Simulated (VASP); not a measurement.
A run of VASP 6.6.1:

Contents of INCAR:

```
PREC     = Accurate       # precision mode
ENCUT    = 520            # plane-wave cutoff, eV
EDIFF    = 1E-6           # SCF threshold, eV
ISMEAR   = 0              # smearing method
SIGMA    = 0.1            # smearing width, eV
LREAL    = F              # projectors in reciprocal space
LASPH    = T              # aspherical terms in the spheres
NELM     = 60             # most SCF steps
ALGO     = Normal         # electronic algorithm
ISIF     = 2              # what is computed and relaxed
LWAVE    = F              # write WAVECAR
LCHARG   = F              # write CHGCAR
GGA      = PE             # functional
NBANDS   = 19             # bands
```

KPOINTS

```
Automatic mesh
0
Gamma
  18 18 8
```

File POSCAR:

```
Zn
1.0
    2.6333228696      0.0000000000      0.0000000000
   -1.3166614348      2.2805245014      0.0000000000
    0.0000000000      0.0000000000      5.1082439737
Zn
2
Direct
    0.3333333333      0.6666666667      0.2500000000
    0.6666666667      0.3333333333      0.7500000000
```

Potentials or basis: VASP PAW PBE potentials, release 64 (Zn).

Run with:

```bash
$ cat potpaw_PBE.64/Zn/POTCAR > POTCAR
$ mpirun -np 1 vasp_std > vasp.out
```

Hardware: 1 thread of Intel(R) Xeon(R) Platinum 8488C (Sapphire Rapids) (shared host).

Estimate the wall time of this run.

It took 40 s on 1 thread of Intel(R) Xeon(R) Platinum 8488C (Sapphire Rapids), with other jobs on the host, peak memory 0.21 GiB. Counts: scf iterations 11, k points 185.
